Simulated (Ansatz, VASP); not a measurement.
# WSe2: VASP beside Ansatz

Contents of INCAR:

```
SYSTEM = WSe2
PREC = Accurate
ENCUT = 520
EDIFF = 1E-6
ISMEAR = 0
SIGMA = 0.05
LREAL = .False.
LASPH = .True.
NELM = 100
ALGO = Normal
ISIF = 2
LWAVE = .False.
LCHARG = .False.
GGA = PE
NBANDS = 35
```

The input KPOINTS:

```
regular mesh
0
Gamma
  12 12 2
  0 0 0
```

The input POSCAR:

```
WSe2
1.0
    3.2899984505      0.0000000000      0.0000000000
   -1.6449992252      2.8492222365      0.0000000000
    0.0000000000      0.0000000000     12.9700000000
W Se
2 4
Direct
    0.3333333333      0.6666666667      0.2500000000
    0.6666666667      0.3333333333      0.7500000000
    0.3333333333      0.6666666667      0.6210000000
    0.6666666667      0.3333333333      0.1210000000
    0.3333333333      0.6666666667      0.8790000000
    0.6666666667      0.3333333333      0.3790000000
```

Input for Ansatz:

```yaml
crystal:
  lattice:
    - [3.2899984505, 0.0, 0.0]
    - [-1.6449992252, 2.8492222365, 0.0]
    - [0.0, 0.0, 12.97]
  atoms:
    - { symbol: W, position: [0.3333333333, 0.6666666667, 0.25] }
    - { symbol: W, position: [0.6666666667, 0.3333333333, 0.75] }
    - { symbol: Se, position: [0.3333333333, 0.6666666667, 0.621] }
    - { symbol: Se, position: [0.6666666667, 0.3333333333, 0.121] }
    - { symbol: Se, position: [0.3333333333, 0.6666666667, 0.879] }
    - { symbol: Se, position: [0.6666666667, 0.3333333333, 0.379] }
basis:
  ecutwfc: 420
kpoints:
  mp_grid: { grid: [12, 12, 2] }
hamiltonian:
  xc: pbe
scf:
  occupations: { method: gaussian, width: 0.05 }
output:
  forces: true
  stress: true
  eigenvalues: true
```

Alike in both runs: task single point; functional PBE; k mesh 12 × 12 × 2; occupations gaussian, width 0.05 eV; no spin polarisation.

```csv
,VASP,Ansatz
version,VASP 6.6.1,Ansatz 0.2.0
potentials or method,"VASP PAW PBE potentials, release 64 (W_sv, Se), cutoff 520 eV","scalar-relativistic, plane waves, PAW"
valence electrons in the cell,52,92
```

Ansatz gave:

```
gap on the k mesh at the Fermi level (eV)                     : 0.97
least direct gap on the mesh (eV)                             : 1.53
pressure (GPa)                                                : 3.7
traceless stress, the component that is largest in VASP (GPa) : 0.66
rms of the force components (eV/Å)                            : 0.080
```

Estimate VASP's values.

gap on the k mesh at the Fermi level (eV): 0.97; least direct gap on the mesh (eV): 1.52; pressure (GPa): 4.0; traceless stress, the component that is largest in VASP (GPa): 0.74; rms of the force components (eV/Å): 0.103.

Atom by atom the forces differ by 0.023 eV/Å (rms over components). With one functional, cell and mesh, what is left measures potentials, basis and numerics. VASP's potentials hold 52 valence electrons a cell and Ansatz's 92, so a difference there can come from the potentials and not from the codes.

Spin-orbit coupling is off throughout.
